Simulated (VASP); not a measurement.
# AlCo (WC type) (P-6m2) in VASP: a series of runs

Runs on AlCo (WC type). Level: PBE. Tasks: relaxation of cell and atoms.

Everything below comes from runs of VASP 6.6.1. Logs are shortened: lines on timing, memory, paths and dates and some standing lists are left out, and cuts for length are marked.

### 1 The cell of the first run

Symmetry: P-6m2, No. 187, hexagonal system. Conventional cell: a = 2.729 Å, b = 2.729 Å, c = 3.788 Å, α = 90.00°, β = 90.00°, γ = 120.00°. Co (site symmetry -6m2) has 6 Al at 2.46 Å and 6 Co at 2.73 Å within 3.3 Å. Within 3.3 Å of Al (site symmetry -6m2) lie 6 Co at 2.46 Å and 6 Al at 2.73 Å.

### 2 Relaxation of cell and atoms, PBE, target pressure 0.03 GPa, at which the enthalpy is minimised

File INCAR:

```
SYSTEM = AlCo
ALGO = Normal
EDIFF = 1E-6
EDIFFG = -0.005
ENCUT = 600
GGA = PE
IBRION = 2
ISIF = 3
ISMEAR = -1
LASPH = .TRUE.
LCHARG = .FALSE.
LREAL = .FALSE.
LWAVE = .FALSE.
NELM = 100
NSW = 32
PREC = Accurate
PSTRESS = 0.3
SIGMA = 0.1
```

File KPOINTS:

```
k-points
0
G
  14 14 12
  0 0 0
```

File POSCAR:

```
AlCo
1.0
    2.7289884087      0.0000000000      0.0000000000
   -1.3644942044      2.3633732886      0.0000000000
    0.0000000000      0.0000000000      3.7883646673
Co Al
1 1
Direct
    0.0000000000      0.0000000000      0.0000000000
    0.3333333333      0.6666666667      0.5000000000
```

Potentials or basis: VASP PAW PBE potentials, release 64 (Co, Al).

The run is started by

```sh
cat potpaw_PBE.64/Co/POTCAR potpaw_PBE.64/Al/POTCAR > POTCAR
mpirun -np 1 vasp_std > vasp.out
```

OUTCAR:

```text
SYSTEM = AlCo
   EDIFF = 1E-6
   EDIFFG = -0.005
   ENCUT = 600
   GGA = PE
   IBRION = 2
   ISIF = 3
   ISMEAR = -1
   LASPH = .TRUE.
   LREAL = .FALSE.
   NELM = 100
   NSW = 32
   PREC = Accurate
   PSTRESS = 0.3

 ion  position               nearest neighbor table
   1  0.000  0.000  0.000-   2 2.46   2 2.46   2 2.46   2 2.46   2 2.46   2 2.46
   2  0.333  0.667  0.500-   1 2.46   1 2.46   1 2.46   1 2.46   1 2.46   1 2.46

  LATTYP: Found a hexagonal cell.
 ALAT       =     2.7289884087
 C/A-ratio  =     1.3881937553

  Lattice vectors:

 A1 = (   2.7289884087,   0.0000000000,   0.0000000000)
 A2 = (  -1.3644942044,   2.3633732886,   0.0000000000)
 A3 = (   0.0000000000,   0.0000000000,   3.7883646673)

Analysis of symmetry for initial positions (statically):
=====================================================================
 Subroutine PRICEL returns:
 Original cell was already a primitive cell.

 Routine SETGRP: Setting up the symmetry group for a
 hexagonal supercell.

 Subroutine GETGRP returns: Found 12 space group operations
 (whereof 12 operations were pure point group operations)
 out of a pool of 24 trial point group operations.

The static configuration has the point symmetry D_3h.

Analysis of symmetry for dynamics (positions and initial velocities):
=====================================================================
 Subroutine PRICEL returns:
 Original cell was already a primitive cell.

 Routine SETGRP: Setting up the symmetry group for a
 hexagonal supercell.

 Subroutine GETGRP returns: Found 12 space group operations
 (whereof 12 operations were pure point group operations)
 out of a pool of 24 trial point group operations.

The dynamic configuration has the point symmetry D_3h.

 Subroutine INISYM returns: Found 12 space group operations
 (whereof 12 operations are pure point group operations),
 and found     1 'primitive' translations

----------------------------------------------------------------------------------------

                                     Primitive cell

  volume of cell :      24.4335

  direct lattice vectors                    reciprocal lattice vectors
     2.728988409  0.000000000  0.000000000     0.366436148  0.211562009  0.000000000
    -1.364494204  2.363373289  0.000000000     0.000000000  0.423124017  0.000000000
     0.000000000  0.000000000  3.788364667     0.000000000  0.000000000  0.263966140

  length of vectors
     2.728988409  2.728988409  3.788364667     0.423124017  0.423124017  0.263966140

  position of ions in fractional coordinates (direct lattice)
     0.000000000  0.000000000  0.000000000
     0.333333333  0.666666667  0.500000000

  ion indices of the primitive-cell ions
   primitive index   ion index
                 1           1
                 2           2

----------------------------------------------------------------------------------------

 KPOINTS: k-points

Automatic generation of k-mesh.
 Grid dimensions read from file:
 generate k-points for:   14   14   12

 Generating k-lattice:

  Cartesian coordinates                     Fractional coordinates (reciprocal lattice)
     0.026174011  0.015111572  0.000000000     0.071428571  0.000000000  0.000000000
     0.000000000  0.030223144  0.000000000     0.000000000  0.071428571  0.000000000
     0.000000000  0.000000000  0.021997178     0.000000000  0.000000000  0.083333333

  Length of vectors
     0.030223144  0.030223144  0.021997178

  Shift w.r.t. Gamma in fractional coordinates (k-lattice)
     0.000000000  0.000000000  0.000000000

 Subroutine IBZKPT returns following result:
 ===========================================

 Found    168 irreducible k-points:

 Following reciprocal coordinates:
            Coordinates               Weight
  0.000000  0.000000  0.000000      1.000000
  0.071429  0.000000  0.000000      6.000000
  0.142857  0.000000  0.000000      6.000000
  0.214286  0.000000  0.000000      6.000000
  0.285714 -0.000000  0.000000      6.000000
  0.357143  0.000000  0.000000      6.000000
[... 16 lines left out ...]
  0.285714  0.285714  0.000000      6.000000
  0.357143  0.285714  0.000000      6.000000
 [... further k-points ...]
   k-points           NKPTS =    168   k-points in BZ     NKDIM =    168   number of bands    NBANDS=     10
   number of dos      NEDOS =    301   number of ions     NIONS =      2
   total plane-waves  NPLWV =  17280
   dimension x,y,z NGX =    24 NGY =   24 NGZ =   30
   dimension x,y,z NGXF=    48 NGYF=   48 NGZF=   60
   ions per type =               1   1
   NGX,Y,Z   is equivalent  to a cutoff of  14.62, 14.62, 13.16 a.u.
   NGXF,Y,Z  is equivalent  to a cutoff of  29.24, 29.24, 26.33 a.u.
 SYSTEM =  AlCo
   PREC   = accura    normal or accurate (medium, high low for compatibility)
   ISTART =      0    job   : 0-new  1-cont  2-samecut
   ICHARG =      2    charge: 1-file 2-atom 10-const
   ISPIN  =      1    spin polarized calculation?
   LNONCOLLINEAR =      F non collinear calculations
   LSORBIT =      F    spin-orbit coupling
   LASPH  =      T    aspherical Exc in radial PAW
   ENCUT  =  600.0 eV  44.10 Ry    6.64 a.u.   5.45  5.45  7.57*2*pi/ulx,y,z
   NELM   =    100;   NELMIN=  2; NELMDL= -5     # of ELM steps
   EDIFF  = 0.1E-05   stopping-criterion for ELM
   LREAL  =      F    real-space projection
   EDIFFG = -.5E-02   stopping-criterion for IOM
   NSW    =     32    number of steps for IOM
   IBRION =      2    ionic relax: 0-MD 1-quasi-New 2-CG
   NFREE  =      1    steps in history (QN), initial steepest desc. (CG)
   ISIF   =      3    stress and relaxation
   ISYM   =      2    0-nonsym 1-usesym 2-fastsym
   POTIM  = 0.5000    time-step for ionic-motion
   TEBEG  =    0.0;   TEEND  =   0.0 temperature during run
   PSTRESS=    0.3 pullay stress
   NELECT =      12.0000    total number of electrons
   NUPDOWN=      -1.0000    fix difference up-down
   EMIN   =  10.00;   EMAX   =-10.00  energy-range for DOS
   EFERMI =   0.00;   METHOD = LEGACY
   ISMEAR =    -1;   SIGMA  =   0.10  broadening in eV -4-tet -1-fermi 0-gaus
   EFERMI_NEDOS =   21; number of points for ismear=-14 and -15
   IALGO  =     38    algorithm
   IMIX   =      4    mixing-type and parameters
     AMIX     =   0.40;   BMIX     =  1.00
     AMIX_MAG =   1.60;   BMIX_MAG =  1.00
  volume/ion in A,a.u.               =      12.22        82.44
  Fermi-wavevector in a.u.,A,eV,Ry     =   1.291636  2.440837 22.698903  1.668322
  Thomas-Fermi vector in A             =   2.423393
   LORBIT       =      0    0 simple, 1 ext, 2 COOP (PROOUT), +10 PAW based schemes
   GGA     = PE    functional components
   LHFCALC =     F    Hartree Fock is set to
   AEXX    =    0.0000 exact exchange contribution
   IVDW    =     0    specifies the selected vdW correction
   LEPSILON=     F    determine dielectric tensor
   LRPA    =     F    only Hartree local field effects (RPA)
 conjugate gradient relaxation of ions
 non-spin polarized calculation
  energy-cutoff  :      600.00
  volume of cell :       24.43
 maximum number of plane-waves:       849
 NGX is ok and might be reduce to    24
   NGX = 11   NGY = 11   NGZ = 15

--------------------------------------- Ionic step        1  -------------------------------------------

 number of electron      12.0000001 magnetization

 Free energy of the ion-electron system (eV)
  ---------------------------------------------------
  ext. energy  EPLUGINS =         0.00000000
  ---------------------------------------------------
  free energy    TOTEN  =       -11.45965381 eV

  energy without entropy =      -11.39619677  energy(sigma->0) =      -11.42792529

------------------------ aborting loop because EDIFF is reached ----------------------------------------

  FORCE on cell =-STRESS in cart. coord.  units (eV):
  Direction    XX          YY          ZZ          XY          YZ          ZX
  --------------------------------------------------------------------------------------
  -------------------------------------------------------------------------------------
  Total        0.0535121      0.0535121     -0.0068913     -0.0000000      0.0000000      0.0000000
  in kB        3.5089498      3.5089498     -0.4518834     -0.0000000      0.0000000      0.0000000
  external PRESSURE =       1.8886721 kB  Pullay stress =       0.3000000 kB

 VOLUME and BASIS-vectors are now :
 -----------------------------------------------------------------------------
  energy-cutoff  :      600.00
  volume of cell :       24.43
      direct lattice vectors                 reciprocal lattice vectors
     2.728988409  0.000000000  0.000000000     0.366436148  0.211562009  0.000000000
    -1.364494204  2.363373289  0.000000000     0.000000000  0.423124017  0.000000000
     0.000000000  0.000000000  3.788364667     0.000000000  0.000000000  0.263966140
[... 160 lines left out ...]
  FREE ENERGIE OF THE ION-ELECTRON SYSTEM (eV)
  ---------------------------------------------------
  free  energy   TOTEN  =       -11.4596957985 eV

  energy  without entropy=      -11.3961722743  energy(sigma->0) =      -11.42793404

  enthalpy is  TOTEN    =       -11.4551177915 eV   P V=        0.0045780070

--------------------------------------- Ionic step        6  -------------------------------------------

 number of electron      12.0000001 magnetization

 Free energy of the ion-electron system (eV)
  ---------------------------------------------------
  ext. energy  EPLUGINS =         0.00000000
  ---------------------------------------------------
  free energy    TOTEN  =       -11.45970189 eV

  energy without entropy =      -11.39623420  energy(sigma->0) =      -11.42796804

 E-fermi :   9.6651     XC(G=0): -11.9999

 val. band max:        9.6632209825   @ k =   0.2857   0.1429   0.2500
 cond. band min:       9.6752062435   @ k =   0.2143   0.2143   0.2500
 fundamental gap:      0.0119852610
 Fermi energy:         9.6651368720

 k-point     1 :       0.0000    0.0000    0.0000
  band No.  band energies     occupation
      1      -1.0098      2.00000
      2       6.5066      2.00000
      3       8.3632      2.00000
      4       8.3632      2.00000
      5       8.6428      1.99993
      6       9.1369      1.98989
      7       9.1369      1.98989
      8      13.6150      0.00000
      9      22.8403      0.00000
     10      22.8403      0.00000

 k-point     2 :       0.0714    0.0000    0.0000
  band No.  band energies     occupation
      1      -0.8726      2.00000
      2       6.5860      2.00000
      3       8.2928      2.00000
      4       8.3047      2.00000
      5       8.4228      1.99999
      6       9.1192      1.99152
      7       9.5963      1.33107
      8      13.6565      0.00000
      9      21.1763      0.00000
     10      22.0094      0.00000
[... 274 lines left out ...]
 k-point    24 :       0.3571    0.2857    0.0000
  band No.  band energies     occupation
      1       5.7279      2.00000
      2       6.3034      2.00000
      3       6.8124      2.00000
      4       7.5083      2.00000
      5       7.9110      2.00000
      6      10.0163      0.05798
      7      11.0251      0.00000
      8      11.4931      0.00000
      9      16.9085      0.00000
     10      18.7944      0.00000

 [... further k-points ...]

------------------------ aborting loop because EDIFF is reached ----------------------------------------

  FORCE on cell =-STRESS in cart. coord.  units (eV):
  Direction    XX          YY          ZZ          XY          YZ          ZX
  --------------------------------------------------------------------------------------
  -------------------------------------------------------------------------------------
  Total       -0.0005320     -0.0005320     -0.0032912      0.0000000      0.0000000     -0.0000000
  in kB       -0.0348862     -0.0348862     -0.2158212      0.0000000      0.0000000     -0.0000000
  external PRESSURE =      -0.3951979 kB  Pullay stress =       0.3000000 kB

 VOLUME and BASIS-vectors are now :
 -----------------------------------------------------------------------------
  energy-cutoff  :      600.00
  volume of cell :       24.43
      direct lattice vectors                 reciprocal lattice vectors
     2.730915893 -0.000000000  0.000000000     0.366177517  0.211412688 -0.000000000
    -1.365457947  2.365042539 -0.000000000     0.000000000  0.422825376 -0.000000000
     0.000000000 -0.000000000  3.782893968    -0.000000000 -0.000000000  0.264347880

 POSITION                                       TOTAL-FORCE (eV/Angst)
 -----------------------------------------------------------------------------------
      2.73092     -0.00000      0.00000         0.000000      0.000000      0.000000
     -0.00000      1.57670      1.89145        -0.000000     -0.000000     -0.000000
 -----------------------------------------------------------------------------------
    total drift:                                0.000000     -0.000000     -0.000000

  FREE ENERGIE OF THE ION-ELECTRON SYSTEM (eV)
  ---------------------------------------------------
  free  energy   TOTEN  =       -11.4597018859 eV

  energy  without entropy=      -11.3962341992  energy(sigma->0) =      -11.42796804

  enthalpy is  TOTEN    =       -11.4551269804 eV   P V=        0.0045749054

 reached required accuracy - stopping structural energy minimisation
```

It took 81 s on 1 thread of AMD EPYC 9R45 (Zen 5), shared host; peak memory 0.17 GiB.

Results:

```
Free energy                                                : -11.4597 eV
Energy change on relaxing (the run minimises the enthalpy) : -0.0 meV/atom
Ionic steps                                                : 6
Pressure after relaxing                                    : 0.0 GPa
Band gap on the k mesh                                     : zero (bands 6 and 7 overlap by 1.57 eV)
```

Final structure:
```
CELL_PARAMETERS angstrom
2.73092 0.00000 0.00000
-1.36546 2.36504 0.00000
0.00000 0.00000 3.78289
ATOMIC_POSITIONS crystal
Co 0.00000 0.00000 0.00000
Al 0.33333 0.66667 0.50000
```

Caveat: the cell is relaxed towards a set pressure, so the run minimises the enthalpy, not the energy; the run has no spin polarisation, though such a crystal can be magnetic. Spin polarisation is off, so any magnetic state and its effect on volume and gap are missing.

[end of part 1 of 2]
